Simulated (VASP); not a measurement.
C:

```
C
1.0
     1.22805   -2.12706    0.00000
     1.22805    2.12706    0.00000
     0.00000    0.00000    7.17327
C
4
Direct
  0.08338 0.91662 0.75314
  0.58338 0.41662 0.24686
  0.91662 0.08338 0.24686
  0.41662 0.58338 0.75314
```

Base run:

- Program: VASP 6.6.1
- Functional: PBEsol
- Potentials or basis: VASP PAW PBE potentials, release 64 (C)
- Cutoff: 520 eV
- k mesh: 13 × 13 × 4
- Occupations: methfessel-paxton, width 0.1 eV
- Spin: no spin polarisation

Its results: band gap on the k mesh 0.78 eV; pressure 1.6 GPa; largest force 0.016 eV/Å.

The run is repeated on the same cell with these changes: k mesh from 13 × 13 × 4 to 6 × 6 × 2. What comes out?

Band gap on the k mesh 0.02 eV; pressure 1.8 GPa; largest force 0.032 eV/Å.

Caveats: some runs use coarse meshes; the PAW data sets were made with another functional, which shifts forces and pressure a little; this functional lacks dispersion, which binds the layers, so the pressure and a relaxed spacing across them are unreliable.

A k mesh can miss the band edges.
